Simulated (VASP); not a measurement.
# ZrS2 (P-3m1) in VASP: a series of runs, part 2 of 2

VASP 6.6.1. Earlier steps stand in the parts before.

## Step 3: Single point, HSE06 (uniaxial z strain -2.0%)

POSCAR reads:

```
ZrS2
1.0
    3.6743990850      0.0000000000      0.0000000000
   -1.8371995425      3.1821229513      0.0000000000
    0.0000000000      0.0000000000      5.7397191487
Zr S
1 2
Direct
    0.0000000000      0.0000000000      0.0000000000
    0.3333333333      0.6666666667      0.2505967386
    0.6666666667      0.3333333333      0.7494032614
```

INCAR.step1 reads:

```
PREC     = Accurate       # precision mode
ENCUT    = 400            # plane-wave cutoff, eV
EDIFF    = 1E-5           # SCF threshold, eV
ISMEAR   = 0              # smearing method
SIGMA    = 0.01           # smearing width, eV
LREAL    = F              # projectors in reciprocal space
LASPH    = T              # aspherical terms in the spheres
NELM     = 120            # most SCF steps
ALGO     = Normal         # electronic algorithm
ISIF     = 2              # what is computed and relaxed
LWAVE    = T              # write WAVECAR
LCHARG   = F              # write CHGCAR
GGA      = PE             # functional
NBANDS   = 19             # bands
GGA_COMPAT= F
```

INCAR.step2 reads:

```
PREC     = Accurate       # precision mode
ENCUT    = 400            # plane-wave cutoff, eV
EDIFF    = 1E-6           # SCF threshold, eV
ISMEAR   = 0              # smearing method
SIGMA    = 0.01           # smearing width, eV
LREAL    = F              # projectors in reciprocal space
LASPH    = T              # aspherical terms in the spheres
NELM     = 120            # most SCF steps
ALGO     = Normal         # electronic algorithm
ISIF     = 2              # what is computed and relaxed
LWAVE    = F              # write WAVECAR
LCHARG   = F              # write CHGCAR
GGA      = PE             # functional
LHFCALC  = T              # exact exchange
HFSCREEN = 0.2079         # screening, 1/A
PRECFOCK = Normal       
ISTART   = 1            
NBANDS   = 19             # bands
GGA_COMPAT= F
```

KPOINTS reads:

```
regular mesh
0
Gamma
  6 6 4
```

Potentials or basis: VASP PAW PBE potentials, release 64 (Zr_sv, S).

Command:

```bash
> cat potpaw_PBE.64/Zr_sv/POTCAR potpaw_PBE.64/S/POTCAR > POTCAR
> cp INCAR.step1 INCAR
> mpirun -np 1 vasp_std > vasp.out
> cp INCAR.step2 INCAR
> mpirun -np 1 vasp_std > vasp.out
```

OUTCAR:

```text
PREC = Accurate
   ENCUT = 400
   EDIFF = 1E-6
   ISMEAR = 0
   LREAL = F
   LASPH = T
   NELM = 120
   ISIF = 2
   GGA = PE
   LHFCALC = T
   HFSCREEN = 0.2079
   PRECFOCK = Normal
   ISTART = 1

 ion  position               nearest neighbor table
   1  0.000  0.000  0.000-   2 2.56   3 2.56   3 2.56   2 2.56   3 2.56   2 2.56
   2  0.333  0.667  0.251-   1 2.56   1 2.56   1 2.56
   3  0.667  0.333  0.749-   1 2.56   1 2.56   1 2.56

  LATTYP: Found a hexagonal cell.
 ALAT       =     3.6743990850
 C/A-ratio  =     1.5620837628

  Lattice vectors:

 A1 = (   3.6743990850,   0.0000000000,   0.0000000000)
 A2 = (  -1.8371995425,   3.1821229513,   0.0000000000)
 A3 = (   0.0000000000,   0.0000000000,   5.7397191487)

Analysis of symmetry for initial positions (statically):
=====================================================================
 Subroutine PRICEL returns:
 Original cell was already a primitive cell.

 Routine SETGRP: Setting up the symmetry group for a
 hexagonal supercell.

 Subroutine GETGRP returns: Found 12 space group operations
 (whereof 12 operations were pure point group operations)
 out of a pool of 24 trial point group operations.

The static configuration has the point symmetry D_3d.

Analysis of symmetry for dynamics (positions and initial velocities):
=====================================================================
 Subroutine PRICEL returns:
 Original cell was already a primitive cell.

 Routine SETGRP: Setting up the symmetry group for a
 hexagonal supercell.

 Subroutine GETGRP returns: Found 12 space group operations
 (whereof 12 operations were pure point group operations)
 out of a pool of 24 trial point group operations.

The dynamic configuration has the point symmetry D_3d.

 Subroutine INISYM returns: Found 12 space group operations
 (whereof 12 operations are pure point group operations),
 and found     1 'primitive' translations

----------------------------------------------------------------------------------------

                                     Primitive cell

  volume of cell :      67.1110

  direct lattice vectors                    reciprocal lattice vectors
     3.674399085  0.000000000  0.000000000     0.272153344  0.157127807  0.000000000
    -1.837199543  3.182122951  0.000000000     0.000000000  0.314255613  0.000000000
     0.000000000  0.000000000  5.739719149     0.000000000  0.000000000  0.174224552

  length of vectors
     3.674399085  3.674399085  5.739719149     0.314255613  0.314255613  0.174224552

  position of ions in fractional coordinates (direct lattice)
     0.000000000  0.000000000  0.000000000
     0.333333333  0.666666667  0.250596739
     0.666666667  0.333333333  0.749403261

  ion indices of the primitive-cell ions
   primitive index   ion index
                 1           1
                 2           2
                 3           3

[... 28 lines left out ...]
  0.000000  0.000000  0.000000      1.000000
  0.166667  0.000000  0.000000      6.000000
  0.333333  0.000000  0.000000      6.000000
  0.500000  0.000000  0.000000      3.000000
  0.166667  0.166667  0.000000      6.000000
  0.333333  0.166667  0.000000     12.000000
[... 16 lines left out ...]
  0.333333  0.166667  0.500000     12.000000
  0.333333  0.333333  0.500000      2.000000
   k-points           NKPTS =     24   k-points in BZ     NKDIM =    144   number of bands    NBANDS=     19
   number of dos      NEDOS =    301   number of ions     NIONS =      3
   total plane-waves  NPLWV =  23040
   dimension x,y,z NGX =    24 NGY =   24 NGZ =   40
   dimension x,y,z NGXF=    48 NGYF=   48 NGZF=   80
   ions per type =               1   2
   NGX,Y,Z   is equivalent  to a cutoff of  10.86, 10.86, 11.59 a.u.
   NGXF,Y,Z  is equivalent  to a cutoff of  21.72, 21.72, 23.17 a.u.
 SYSTEM =  unknown system
   PREC   = accura    normal or accurate (medium, high low for compatibility)
   ISTART =      1    job   : 0-new  1-cont  2-samecut
   ICHARG =      0    charge: 1-file 2-atom 10-const
   ISPIN  =      1    spin polarized calculation?
   LNONCOLLINEAR =      F non collinear calculations
   LSORBIT =      F    spin-orbit coupling
   LASPH  =      T    aspherical Exc in radial PAW
   ENCUT  =  400.0 eV  29.40 Ry    5.42 a.u.   5.99  5.99  9.36*2*pi/ulx,y,z
   NELM   =    120;   NELMIN=  2; NELMDL=  0     # of ELM steps
   EDIFF  = 0.1E-05   stopping-criterion for ELM
   LREAL  =      F    real-space projection
   EDIFFG = 0.1E-04   stopping-criterion for IOM
   NSW    =      0    number of steps for IOM
   IBRION =     -1    ionic relax: 0-MD 1-quasi-New 2-CG
   NFREE  =      0    steps in history (QN), initial steepest desc. (CG)
   ISIF   =      2    stress and relaxation
   ISYM   =      3    0-nonsym 1-usesym 2-fastsym
   POTIM  = 0.5000    time-step for ionic-motion
   TEBEG  =    0.0;   TEEND  =   0.0 temperature during run
   PSTRESS=    0.0 pullay stress
   NELECT =      24.0000    total number of electrons
   NUPDOWN=      -1.0000    fix difference up-down
   EMIN   =  10.00;   EMAX   =-10.00  energy-range for DOS
   EFERMI =   0.00;   METHOD = LEGACY
   ISMEAR =     0;   SIGMA  =   0.01  broadening in eV -4-tet -1-fermi 0-gaus
   EFERMI_NEDOS =   21; number of points for ismear=-14 and -15
   IALGO  =     38    algorithm
   IMIX   =      1    mixing-type and parameters
     AMIX     =   0.40;   BMIX     =  1.00
     AMIX_MAG =   1.60;   BMIX_MAG =  1.00
  volume/ion in A,a.u.               =      22.37       150.96
  Fermi-wavevector in a.u.,A,eV,Ry     =   1.162021  2.195901 18.371846  1.350293
  Thomas-Fermi vector in A             =   2.298587
   LORBIT       =      0    0 simple, 1 ext, 2 COOP (PROOUT), +10 PAW based schemes
   GGA     = PE    functional components
   LHFCALC =     T    Hartree Fock is set to
   PRECFOCK=normal    Normal, Fast or Accurate (Low or Medium for compatibility)
   ENCUT4O =  -1.0   cutoff for four orbital integrals eV
   NKREDX  =     1    reduce k-point grid by
   NKREDY  =     1    reduce k-point grid by
   NKREDZ  =     1    reduce k-point grid by
   AEXX    =    0.2500 exact exchange contribution
   HFSCREEN=    0.2079 screening length (either q_TF or 0.3 A-1)
   HFSCREENC=   0.2079 screening length for correlation (either q_TF or 0.3 A-1)
   ENCUTFOCK=  -1.0 apply spherical cutoff to Coloumb kernel
   IVDW    =     0    specifies the selected vdW correction
   LEPSILON=     F    determine dielectric tensor
   LRPA    =     F    only Hartree local field effects (RPA)
 non-spin polarized calculation
 Gauss-broadening in eV      SIGMA  =   0.01
  energy-cutoff  :      400.00
  volume of cell :       67.11
 maximum number of plane-waves:      1245
  NGX = 18; NGY = 18; NGZ = 30

 number of electron      24.0000005 magnetization

 Free energy of the ion-electron system (eV)
  ---------------------------------------------------
  ext. energy  EPLUGINS =         0.00000000
  ---------------------------------------------------
  free energy    TOTEN  =       -25.40102494 eV

  energy without entropy =      -25.40102494  energy(sigma->0) =      -25.40102494

 E-fermi :   4.5906     XC(G=0):  -8.0408

 val. band max:        4.4967878844   @ k =   0.0000   0.0000   0.0000
 cond. band min:       6.0539034801   @ k =   0.5000   0.0000   0.5000
 fundamental gap:      1.5571155957
 Fermi energy:         4.5905660906

 k-point     1 :       0.0000    0.0000    0.0000
  band No.  band energies     occupation
      1     -48.1041      2.00000
      2     -24.7816      2.00000
      3     -24.5983      2.00000
      4     -24.5983      2.00000
      5      -9.8198      2.00000
      6      -8.0519      2.00000
[... 505 lines left out ...]
      6      -8.3322      2.00000
[... 11 lines left out ...]
     18      13.5519      0.00000
     19      14.1295      0.00000

------------------------ aborting loop because EDIFF is reached ----------------------------------------

  FORCE on cell =-STRESS in cart. coord.  units (eV):
  Direction    XX          YY          ZZ          XY          YZ          ZX
  --------------------------------------------------------------------------------------
  -------------------------------------------------------------------------------------
  Total       -0.0249904     -0.0249904      0.5283583     -0.0000000     -0.0000000      0.0000000
  in kB       -0.5966081     -0.5966081     12.6137791     -0.0000000     -0.0000000      0.0000000
  external PRESSURE =       3.8068543 kB  Pullay stress =       0.0000000 kB

 VOLUME and BASIS-vectors are now :
 -----------------------------------------------------------------------------
  energy-cutoff  :      400.00
  volume of cell :       67.11
      direct lattice vectors                 reciprocal lattice vectors
     3.674399085  0.000000000  0.000000000     0.272153344  0.157127807  0.000000000
    -1.837199543  3.182122951  0.000000000     0.000000000  0.314255613  0.000000000
     0.000000000  0.000000000  5.739719149     0.000000000  0.000000000  0.174224552

 POSITION                                       TOTAL-FORCE (eV/Angst)
 -----------------------------------------------------------------------------------
      0.00000      0.00000      0.00000        -0.000000     -0.000000     -0.000000
     -0.00000      2.12142      1.43835         0.000000      0.000000     -0.184686
      1.83720      1.06071      4.30136        -0.000000      0.000000      0.184686
 -----------------------------------------------------------------------------------
    total drift:                                0.000000      0.000000     -0.000001

  FREE ENERGIE OF THE ION-ELECTRON SYSTEM (eV)
  ---------------------------------------------------
  free  energy   TOTEN  =       -25.4010249408 eV

  energy  without entropy=      -25.4010249408  energy(sigma->0) =      -25.40102494
```

Wall time 69 min (1 thread of Intel Xeon Platinum 8259CL at 2.50GHz (Skylake/Cascade Lake), shared host); peak memory 0.28 GiB.

What came out:

```yaml
Free_energy: -25.4010 eV
Pressure: 0.4 GPa
Largest_force: 0.185 eV/Å
Band_gap_on_the_k_mesh: 1.56 eV (least direct gap 2.26 eV)
```

Forces on the atoms (eV/Å):
```
Zr   0.000  0.000  0.000
S    0.000  0.000 -0.185
S    0.000  0.000  0.185
```

Stress tensor (GPa, compression positive):
```
-0.06  0.00  0.00
 0.00 -0.06  0.00
 0.00  0.00  1.26
```

Caveat: the cell differs from its parent crystal (uniaxial z strain -2.0%); the PAW data sets were made with another functional, which shifts forces and pressure a little; this functional lacks dispersion, which binds layers or chains, so the pressure and a relaxed spacing across them are unreliable.

## Step 4: Single point, HSE06 (uniaxial z strain -4.0%)

POSCAR reads:

```
ZrS2
1.0
    3.6743990850      0.0000000000      0.0000000000
   -1.8371995425      3.1821229513      0.0000000000
    0.0000000000      0.0000000000      5.6225820232
Zr S
1 2
Direct
    0.0000000000      0.0000000000      0.0000000000
    0.3333333333      0.6666666667      0.2548363763
    0.6666666667      0.3333333333      0.7451636237
```

INCAR.step1 reads:

```
SYSTEM = ZrS2
  PREC = Accurate
  ENCUT = 400
  EDIFF = 1E-5
  ISMEAR = 0
  SIGMA = 0.01
  LREAL = .False.
  LASPH = .True.
  NELM = 120
  ALGO = Normal
  ISIF = 2
  LWAVE = .True.
  LCHARG = .False.
  GGA = PE
  NBANDS = 19
  GGA_COMPAT = .False.
```

INCAR.step2 reads:

```
SYSTEM = ZrS2
  PREC = Accurate
  ENCUT = 400
  EDIFF = 1E-6
  ISMEAR = 0
  SIGMA = 0.01
  LREAL = .False.
  LASPH = .True.
  NELM = 120
  ALGO = Normal
  ISIF = 2
  LWAVE = .False.
  LCHARG = .False.
  GGA = PE
  LHFCALC = .True.
  HFSCREEN = 0.2079
  PRECFOCK = Normal
  ISTART = 1
  NBANDS = 19
  GGA_COMPAT = .False.
```

KPOINTS reads:

```
Automatic mesh
0
Gamma
  6 6 4
  0 0 0
```

Command:

```bash
> cat potpaw_PBE.64/Zr_sv/POTCAR potpaw_PBE.64/S/POTCAR > POTCAR
> cp INCAR.step1 INCAR
> mpirun -np 1 vasp_std > vasp.out
> cp INCAR.step2 INCAR
> mpirun -np 1 vasp_std > vasp.out
```

It took 48 min on 1 thread of Intel Xeon Platinum 8259CL at 2.50GHz (Skylake/Cascade Lake), shared host; peak memory 0.28 GiB.

It converged, with:

- Free energy: -25.3762 eV
- Pressure: 1.0 GPa
- Largest force: 0.179 eV/Å
- Band gap on the k mesh: 1.44 eV (least direct gap 2.13 eV)

Forces on the atoms (eV/Å):
```
Zr   0.000  0.000  0.000
S    0.000  0.000 -0.179
S    0.000  0.000  0.179
```

Stress tensor (GPa, compression positive):
```
0.24 0.00 0.00
0.00 0.24 0.00
0.00 0.00 2.37
```

Levels at points of the mesh, in eV from the valence-band top:
```tsv
k point	band 10	band 11	band 12	band 13	band 14	band 15
(0.00, 0.00, 0.00)	-0.44	-0.44	0.00	2.13	2.13	3.08
(0.50, 0.00, 0.00)	-3.04	-2.55	-1.87	1.56	4.02	4.30
(0.00, 0.00, 0.50)	-2.39	-0.68	-0.68	2.06	2.06	3.38
(0.50, 0.00, 0.50)	-2.76	-1.42	-1.02	1.44	3.99	4.31
```

Caveat: the cell differs from its parent crystal (uniaxial z strain -4.0%); the PAW data sets were made with another functional, which shifts forces and pressure a little. A k mesh can miss the band edges.

## Step 5: Overview

```csv
cell,gap on the mesh (eV),pressure (GPa),largest force (eV/Å)
"a = 3.674, b = 3.674, c = 5.681 Å, angles 90.0, 90.0, 120.0°, 3 atoms, uniaxial z strain -3.0%",1.50,0.6,0.18
"a = 3.674, b = 3.674, c = 5.740 Å, angles 90.0, 90.0, 120.0°, 3 atoms, uniaxial z strain -2.0%",1.56,0.4,0.18
"a = 3.674, b = 3.674, c = 5.623 Å, angles 90.0, 90.0, 120.0°, 3 atoms, uniaxial z strain -4.0%",1.44,1.0,0.18
```

Alike in all rows: task single point; level HSE06; potentials or basis VASP PAW PBE potentials, release 64 (Zr_sv, S); no spin polarisation; k mesh 6 × 6 × 4; cutoff (eV) 400; smearing gaussian 0.01 eV.

Caveats: the PAW data sets were made with another functional, which shifts forces and pressure a little; this functional lacks dispersion, which binds layers or chains, so the pressure and a relaxed spacing across them are unreliable (at least some runs).

Total energies depend on the potentials used, so only differences within one code and one set of settings carry meaning.
